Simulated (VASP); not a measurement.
Rh:

```xyz
1
Lattice="0.0000 1.8979 1.8979 1.8979 0.0000 1.8979 1.8979 1.8979 0.0000" Properties=species:S:1:pos:R:3 pbc="T T T"
Rh    0.0000    0.0000    0.0000
```

Base run:

| Quantity | Value |
| --- | --- |
| Program | VASP 6.6.1 |
| Functional | PBE |
| Potentials or basis | VASP PAW PBE potentials, release 64 (Rh_pv) |
| Cutoff | 500 eV |
| k mesh | 8 × 8 × 8 |
| Occupations | gaussian, width 0.1 eV |
| Spin | no spin polarisation |

Its results: band gap on the k mesh zero (an odd number of electrons rules out a gap without spin polarisation); pressure 8.4 GPa.

Q: The run is repeated on the same cell with these changes: k mesh from 8 × 8 × 8 to 6 × 6 × 6. What comes out?

A: Band gap on the k mesh zero (an odd number of electrons rules out a gap without spin polarisation); pressure 9.0 GPa.

Caveats: some runs use coarse meshes; the cell stands under pressure (at least some runs).
